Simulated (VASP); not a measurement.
# Si (a cell with a defect) in VASP: further runs

The runs below take Si (a cell with a defect) through single point, with PBE.

Everything below comes from runs of VASP 6.6.1. Logs are shortened: lines on timing, memory, paths and dates and some standing lists are left out, and cuts for length are marked.

## Step 1: The cell of the first run

The cell holds a defect, 17 atoms: a = 7.679 Å, b = 7.679 Å, c = 7.679 Å, α = 60.00°, β = 60.00°, γ = 60.00°.

## Step 2: Single point, PBE

The input, INCAR:

```
PREC = Accurate
ENCUT = 520
EDIFF = 1E-6
ISMEAR = -1
SIGMA = 0.02
LREAL = Auto
LASPH = T
NELM = 100
ALGO = Normal
ISIF = 2
LWAVE = F
LCHARG = F
GGA = PE
NBANDS = 48
```

The input, KPOINTS:

```
Automatic mesh
0
Gamma
  2 2 2
```

The input, POSCAR:

```
Si
1.0
    0.0000000000      5.4300000000      5.4300000000
    5.4300000000      0.0000000000      5.4300000000
    5.4300000000      5.4300000000      0.0000000000
Si
17
Direct
    0.0560405157     -0.0551749540     -0.0000736648
    0.1365653775      0.0635635359      0.1571915285
   -0.0181215470      0.0137937385      0.4998342541
    0.1164272560      0.1521362799      0.5960773481
   -0.0054327808      0.4743830571      0.0140699816
    0.1559023941      0.5273388582      0.1863627993
   -0.0745764273      0.5364364641      0.5823664825
    0.1095395948      0.6479558011      0.6430570902
    0.4940976059      0.0225138122     -0.0044106814
    0.6908655617      0.1241068140      0.0526151013
    0.4858839779      0.0687569061      0.4464180479
    0.5999171271      0.1855340700      0.6334530387
    0.5293001842      0.4926151013     -0.0037384899
    0.6384069982      0.6343001842      0.1021639042
    0.4923204420      0.5238489871      0.4895027624
    0.5568876611      0.6792633517      0.6420626151
    0.8387569061      0.7370073665      0.2802854512
```

Potentials or basis: VASP PAW PBE potentials, release 64 (Si).

Started as:

```
$ cat potpaw_PBE.64/Si/POTCAR > POTCAR
$ mpirun -np 1 vasp_std > vasp.out
```

OUTCAR:

```text
PREC = Accurate
   ENCUT = 520
   EDIFF = 1E-6
   ISMEAR = -1
   LREAL = Auto
   LASPH = T
   NELM = 100
   ISIF = 2
   GGA = PE

 ion  position               nearest neighbor table
   1  0.056  0.945  1.000-   2 2.25  10 2.34  17 2.37   4 2.59   6 2.64
   2  0.137  0.064  0.157-   3 2.19   1 2.25   9 2.30   5 2.58
   3  0.982  0.014  0.500-   2 2.19   8 2.30   4 2.32  12 2.42
   4  0.116  0.152  0.596-   3 2.32  11 2.33   7 2.53   1 2.59   6 3.02
   5  0.995  0.474  0.014-  14 2.25   8 2.35   6 2.48   2 2.58  17 2.99
   6  0.156  0.527  0.186-  17 2.13  13 2.42   5 2.48   1 2.64   7 2.66   4 3.02
   7  0.925  0.536  0.582-  17 2.27   8 2.28  16 2.35   4 2.53   6 2.66  13 3.12
   8  0.110  0.648  0.643-   7 2.28   3 2.30   5 2.35  15 2.41
   9  0.494  0.023  0.996-  12 2.29  10 2.29   2 2.30  14 2.44
  10  0.691  0.124  0.053-   9 2.29   1 2.34  13 2.35  11 2.54  17 2.57
  11  0.486  0.069  0.446-   4 2.33  16 2.49  10 2.54  12 2.64  17 2.89
  12  0.600  0.186  0.633-  15 2.13   9 2.29   3 2.42  11 2.64
  13  0.529  0.493  0.996-  14 2.24  16 2.31  10 2.35   6 2.42   7 3.12
  14  0.638  0.634  0.102-  13 2.24   5 2.25  15 2.43   9 2.44  17 3.04
  15  0.492  0.524  0.490-  12 2.13  16 2.37   8 2.41  14 2.43  17 3.13
  16  0.557  0.679  0.642-  13 2.31   7 2.35  15 2.37  11 2.49  17 2.51
  17  0.839  0.737  0.280-   6 2.13   7 2.27   1 2.37  16 2.51  10 2.57  11 2.89   5 2.99  14 3.04
                            15 3.13

  LATTYP: Found a face centered cubic cell.
 ALAT       =    10.8600000000

  Lattice vectors:

 A1 = (   0.0000000000,   5.4300000000,   5.4300000000)
 A2 = (   5.4300000000,   0.0000000000,   5.4300000000)
 A3 = (   5.4300000000,   5.4300000000,   0.0000000000)

Analysis of symmetry for initial positions (statically):
=====================================================================
 Subroutine PRICEL returns:
 Original cell was already a primitive cell.

 Routine SETGRP: Setting up the symmetry group for a
 face centered cubic supercell.

 Subroutine GETGRP returns: Found  1 space group operations
 (whereof  1 operations were pure point group operations)
 out of a pool of 48 trial point group operations.

The static configuration has the point symmetry C_1 .

Analysis of symmetry for dynamics (positions and initial velocities):
=====================================================================
 Subroutine PRICEL returns:
 Original cell was already a primitive cell.

 Routine SETGRP: Setting up the symmetry group for a
 face centered cubic supercell.

 Subroutine GETGRP returns: Found  1 space group operations
 (whereof  1 operations were pure point group operations)
 out of a pool of 48 trial point group operations.

The dynamic configuration has the point symmetry C_1 .

 Subroutine INISYM returns: Found  1 space group operations
 (whereof  1 operations are pure point group operations),
 and found     1 'primitive' translations

----------------------------------------------------------------------------------------

                                     Primitive cell

  volume of cell :     320.2060

  direct lattice vectors                    reciprocal lattice vectors
     0.000000000  5.430000000  5.430000000    -0.092081031  0.092081031  0.092081031
     5.430000000  0.000000000  5.430000000     0.092081031 -0.092081031  0.092081031
     5.430000000  5.430000000  0.000000000     0.092081031  0.092081031 -0.092081031

  length of vectors
     7.679179644  7.679179644  7.679179644     0.159489025  0.159489025  0.159489025

  position of ions in fractional coordinates (direct lattice)
     0.056040516  0.944825046  0.999926335
     0.136565377  0.063563536  0.157191529
     0.981878453  0.013793738  0.499834254
     0.116427256  0.152136280  0.596077348
     0.994567219  0.474383057  0.014069982
     0.155902394  0.527338858  0.186362799
[... 9 lines left out ...]
     0.556887661  0.679263352  0.642062615
     0.838756906  0.737007367  0.280285451

  ion indices of the primitive-cell ions
   primitive index   ion index
                 1           1
                 2           2
                 3           3
                 4           4
                 5           5
                 6           6
[... 9 lines left out ...]
                16          16
                17          17

----------------------------------------------------------------------------------------

 KPOINTS: Automatic mesh

Automatic generation of k-mesh.
 Grid dimensions read from file:
 generate k-points for:    2    2    2

 Generating k-lattice:

  Cartesian coordinates                     Fractional coordinates (reciprocal lattice)
    -0.046040516  0.046040516  0.046040516     0.500000000  0.000000000  0.000000000
     0.046040516 -0.046040516  0.046040516     0.000000000  0.500000000  0.000000000
     0.046040516  0.046040516 -0.046040516     0.000000000  0.000000000  0.500000000

  Length of vectors
     0.079744512  0.079744512  0.079744512

  Shift w.r.t. Gamma in fractional coordinates (k-lattice)
     0.000000000  0.000000000  0.000000000

 Subroutine IBZKPT returns following result:
 ===========================================

 Found      8 irreducible k-points:

 Following reciprocal coordinates:
            Coordinates               Weight
  0.000000  0.000000  0.000000      1.000000
  0.500000  0.000000  0.000000      1.000000
  0.000000  0.500000  0.000000      1.000000
  0.000000  0.000000  0.500000      1.000000
  0.500000  0.500000  0.500000      1.000000
  0.500000  0.500000  0.000000      1.000000
  0.000000  0.500000  0.500000      1.000000
  0.500000  0.000000  0.500000      1.000000
   k-points           NKPTS =      8   k-points in BZ     NKDIM =      8   number of bands    NBANDS=     48
   number of dos      NEDOS =    301   number of ions     NIONS =     17
   total plane-waves  NPLWV = 216000
   dimension x,y,z NGX =    60 NGY =   60 NGZ =   60
   dimension x,y,z NGXF=   120 NGYF=  120 NGZF=  120
   ions per type =              17
   NGX,Y,Z   is equivalent  to a cutoff of  12.99, 12.99, 12.99 a.u.
   NGXF,Y,Z  is equivalent  to a cutoff of  25.98, 25.98, 25.98 a.u.
 SYSTEM =  unknown system
   PREC   = accura    normal or accurate (medium, high low for compatibility)
   ISTART =      0    job   : 0-new  1-cont  2-samecut
   ICHARG =      2    charge: 1-file 2-atom 10-const
   ISPIN  =      1    spin polarized calculation?
   LNONCOLLINEAR =      F non collinear calculations
   LSORBIT =      F    spin-orbit coupling
   LASPH  =      T    aspherical Exc in radial PAW
   ENCUT  =  520.0 eV  38.22 Ry    6.18 a.u.  14.28 14.28 14.28*2*pi/ulx,y,z
   NELM   =    100;   NELMIN=  2; NELMDL= -5     # of ELM steps
   EDIFF  = 0.1E-05   stopping-criterion for ELM
   LREAL  =      T    real-space projection
   EDIFFG = 0.1E-04   stopping-criterion for IOM
   NSW    =      0    number of steps for IOM
   IBRION =     -1    ionic relax: 0-MD 1-quasi-New 2-CG
   NFREE  =      0    steps in history (QN), initial steepest desc. (CG)
   ISIF   =      2    stress and relaxation
   ISYM   =      2    0-nonsym 1-usesym 2-fastsym
   POTIM  = 0.5000    time-step for ionic-motion
   TEBEG  =    0.0;   TEEND  =   0.0 temperature during run
   PSTRESS=    0.0 pullay stress
   NELECT =      68.0000    total number of electrons
   NUPDOWN=      -1.0000    fix difference up-down
   EMIN   =  10.00;   EMAX   =-10.00  energy-range for DOS
   EFERMI =   0.00;   METHOD = LEGACY
   ISMEAR =    -1;   SIGMA  =   0.02  broadening in eV -4-tet -1-fermi 0-gaus
   EFERMI_NEDOS =   21; number of points for ismear=-14 and -15
   IALGO  =     38    algorithm
   IMIX   =      4    mixing-type and parameters
     AMIX     =   0.40;   BMIX     =  1.00
     AMIX_MAG =   1.60;   BMIX_MAG =  1.00
  volume/ion in A,a.u.               =      18.84       127.11
  Fermi-wavevector in a.u.,A,eV,Ry     =   0.976715  1.845724 12.979587  0.953973
  Thomas-Fermi vector in A             =   2.107356
   LORBIT       =      0    0 simple, 1 ext, 2 COOP (PROOUT), +10 PAW based schemes
   GGA     = PE    functional components
   LHFCALC =     F    Hartree Fock is set to
   AEXX    =    0.0000 exact exchange contribution
   IVDW    =     0    specifies the selected vdW correction
   LEPSILON=     F    determine dielectric tensor
   LRPA    =     F    only Hartree local field effects (RPA)
 non-spin polarized calculation
  energy-cutoff  :      520.00
  volume of cell :      320.21
 maximum number of plane-waves:      8646
 NGX is ok and might be reduce to    60
   NGX = 29   NGY = 29   NGZ = 29

 number of electron      68.0000000 magnetization

 Free energy of the ion-electron system (eV)
  ---------------------------------------------------
  ext. energy  EPLUGINS =         0.00000000
  ---------------------------------------------------
  free energy    TOTEN  =       -85.16625356 eV

  energy without entropy =      -85.15535899  energy(sigma->0) =      -85.16080628

 E-fermi :   6.6816     XC(G=0):  -9.7317

 val. band max:        6.6784544235   @ k =   0.0000   0.5000   0.0000
 cond. band min:       6.6903277474   @ k =   0.5000   0.5000   0.0000
 fundamental gap:      0.0118733239
 Fermi energy:         6.6816244059

 k-point     1 :       0.0000    0.0000    0.0000
  band No.  band energies     occupation
      1      -6.2332      2.00000
      2      -4.1320      2.00000
      3      -3.7816      2.00000
      4      -3.4885      2.00000
      5      -3.2319      2.00000
      6      -2.6068      2.00000
[... 38 lines left out ...]
     45       8.6268      0.00000
     46       8.8861      0.00000

 k-point     2 :       0.5000    0.0000    0.0000
  band No.  band energies     occupation
      1      -5.7923      2.00000
      2      -4.9523      2.00000
      3      -3.8169      2.00000
      4      -3.5767      2.00000
      5      -3.2232      2.00000
      6      -3.1927      2.00000
[... 286 lines left out ...]
 k-point     8 :       0.5000    0.0000    0.5000
  band No.  band energies     occupation
      1      -5.6102      2.00000
      2      -4.8382      2.00000
      3      -4.1483      2.00000
      4      -4.0390      2.00000
      5      -3.5991      2.00000
      6      -3.5672      2.00000
[... 38 lines left out ...]
     45      10.1597      0.00000
     46      10.4190      0.00000
 [bands above 46 left out]

------------------------ aborting loop because EDIFF is reached ----------------------------------------

  FORCE on cell =-STRESS in cart. coord.  units (eV):
  Direction    XX          YY          ZZ          XY          YZ          ZX
  --------------------------------------------------------------------------------------
  -------------------------------------------------------------------------------------
  Total        7.6682505     12.6238027     10.0068984     -0.3445523      2.0093485     -1.2059863
  in kB       38.3687268     63.1642431     50.0703456     -1.7239958     10.0539415     -6.0342524
  external PRESSURE =      50.5344385 kB  Pullay stress =       0.0000000 kB

 VOLUME and BASIS-vectors are now :
 -----------------------------------------------------------------------------
  energy-cutoff  :      520.00
  volume of cell :      320.21
      direct lattice vectors                 reciprocal lattice vectors
     0.000000000  5.430000000  5.430000000    -0.092081031  0.092081031  0.092081031
     5.430000000  0.000000000  5.430000000     0.092081031 -0.092081031  0.092081031
     5.430000000  5.430000000  0.000000000     0.092081031  0.092081031 -0.092081031

 POSITION                                       TOTAL-FORCE (eV/Angst)
 -----------------------------------------------------------------------------------
     10.56000      5.73390      5.43470        -1.488513     -0.773949      0.635452
      1.19870      1.59510      1.08670         0.519584     -1.621592      1.761654
      2.78900      8.04570      5.40650         1.872858      0.342661     -0.911419
      4.06280      3.86890      1.45830         1.016889      0.189512      0.325762
      2.65230      5.47690      7.97640        -0.895719      1.460509      0.373670
      3.87540      1.85850      3.71000        -2.260167      1.287911      0.485441
[... 9 lines left out ...]
      7.17480      6.51030      6.71230         0.348999     -0.669344      0.159138
      5.52390      6.07640      8.55640         1.712258     -2.498995     -0.798352
 -----------------------------------------------------------------------------------
    total drift:                                0.003167      0.006866      0.006868

  FREE ENERGIE OF THE ION-ELECTRON SYSTEM (eV)
  ---------------------------------------------------
  free  energy   TOTEN  =       -85.1662535617 eV

  energy  without entropy=      -85.1553589948  energy(sigma->0) =      -85.16080628
```

Wall time 5.2 min (1 thread of Intel Xeon 8259CL, shared host); peak memory 0.47 GiB.

Results:

- Free energy: -85.1663 eV
- Pressure: 5.1 GPa
- Largest force: 3.830 eV/Å
- Band gap on the k mesh: zero (bands 34 and 35 overlap by 0.39 eV)

Forces in eV/Å, atoms in the order of the input:
```
Si  -1.489 -0.774  0.635
Si   0.520 -1.622  1.762
Si   1.873  0.343 -0.911
Si   1.017  0.190  0.326
Si  -0.896  1.461  0.374
Si  -2.260  1.288  0.485
Si  -1.300  1.581 -0.781
Si  -0.186  0.611  0.093
Si  -0.823  0.710 -0.510
Si   1.418  0.441 -0.627
Si   0.198  0.895  0.664
Si  -3.296  0.656 -1.839
Si  -0.200 -0.829 -0.729
Si   1.878  0.212  0.125
Si   1.485 -1.995  1.572
Si   0.349 -0.669  0.159
Si   1.712 -2.499 -0.798
```

Caveat: the k points lie up to 0.50 Å⁻¹ apart.

## Step 3: Single point, PBE

INCAR is that of step 2.

The input, KPOINTS:

```
regular mesh
0
Gamma
  2 2 2
```

The input, POSCAR:

```
Si
1.0
    0.0000000000      5.4300000000      5.4300000000
    5.4300000000      0.0000000000      5.4300000000
    5.4300000000      5.4300000000      0.0000000000
Si
17
Direct
    0.0856353591     -0.0402209945     -0.0099079190
    0.1843554328      0.1462707182      0.0987753223
    0.0040699816     -0.0433517495      0.4779926335
    0.1240239411      0.0633057090      0.6243186004
   -0.0059300184      0.5168139963      0.0027071823
    0.1984069982      0.4272283610      0.4230662983
   -0.2326795580      0.5925874770      0.6682412523
    0.0960497238      0.6189042357      0.6313167587
    0.5741068140     -0.0102025783     -0.0859668508
    0.7120902394      0.2470994475     -0.0744659300
    0.5984069982      0.0628821363      0.3276335175
    0.6503867403      0.1690423573      0.5444567219
    0.3840883978      0.5268876611      0.0619521179
    0.5943554328      0.6205248619      0.1551473297
    0.4793001842      0.5305524862      0.5181215470
    0.4202762431      0.7335543278      0.7204051565
    0.9358471455      0.6664917127      0.2334898711
```

Potentials or basis: VASP PAW PBE potentials, release 64 (Si).

Started as:

```
$ cat potpaw_PBE.64/Si/POTCAR > POTCAR
$ mpirun -np 1 vasp_std > vasp.out
```

Wall time 5.7 min (1 thread of Intel Xeon 8259CL, shared host); peak memory 0.47 GiB.

Results (log left out):

```yaml
Free_energy: -83.8216 eV
Pressure: -0.4 GPa
Largest_force: 3.708 eV/Å
Band_gap_on_the_k_mesh: zero (bands 34 and 35 overlap by 0.12 eV)
```

Forces in eV/Å, atoms in the order of the input:
```
Si   0.626 -0.225 -0.263
Si  -1.085  0.448 -0.782
Si   0.952 -1.790  3.105
Si   0.417  0.833  0.964
Si   0.057 -0.353 -0.953
Si  -1.104  0.162 -1.664
Si  -1.298  0.709  0.602
Si  -0.514  1.752 -1.496
Si   1.734  0.064 -0.267
Si  -0.398  0.452 -0.772
Si  -0.109 -0.113 -0.209
Si  -0.204 -0.294 -0.708
Si   0.135  1.165  0.399
Si  -1.276 -0.959  1.207
Si   0.698  0.589  0.381
Si   0.081 -2.643  0.092
Si   1.287  0.202  0.363
```

Stress tensor (GPa, compression positive):
```
-0.76  0.14 -1.14
 0.14  2.17  0.49
-1.14  0.49 -2.71
```

Levels at points of the mesh, in eV from the Fermi level:
| k point | band 30 | band 31 | band 32 | band 33 | band 34 | band 35 | band 36 | band 37 | band 38 | band 39 |
| --- | --- | --- | --- | --- | --- | --- | --- | --- | --- | --- |
| (0.00, 0.00, 0.00) | -0.75 | -0.72 | -0.56 | -0.49 | -0.27 | 0.00 | 0.28 | 0.58 | 0.61 | 0.64 |
| (0.50, 0.00, 0.00) | -1.24 | -1.06 | -0.69 | -0.46 | 0.08 | 0.09 | 0.47 | 0.81 | 1.01 | 1.44 |
| (0.00, 0.50, 0.00) | -1.21 | -1.02 | -0.69 | -0.57 | -0.34 | -0.04 | 0.43 | 0.98 | 1.26 | 1.48 |
| (0.00, 0.00, 0.50) | -1.29 | -1.16 | -0.87 | -0.44 | -0.31 | 0.26 | 0.67 | 0.92 | 1.14 | 1.29 |
| (0.50, 0.50, 0.50) | -1.21 | -0.93 | -0.76 | -0.62 | -0.12 | 0.31 | 0.46 | 0.76 | 0.94 | 1.15 |
| (0.50, 0.50, 0.00) | -1.31 | -1.01 | -0.69 | -0.62 | -0.14 | 0.32 | 0.94 | 1.03 | 1.33 | 1.55 |
| (0.00, 0.50, 0.50) | -1.40 | -1.23 | -0.84 | -0.43 | -0.06 | 0.39 | 0.83 | 1.18 | 1.44 | 1.57 |
| (0.50, 0.00, 0.50) | -1.11 | -1.03 | -0.73 | -0.33 | -0.01 | 0.65 | 0.96 | 1.16 | 1.41 | 1.62 |

Caveat: the k points lie up to 0.50 Å⁻¹ apart.

(Part 1 of 2 ends here.)
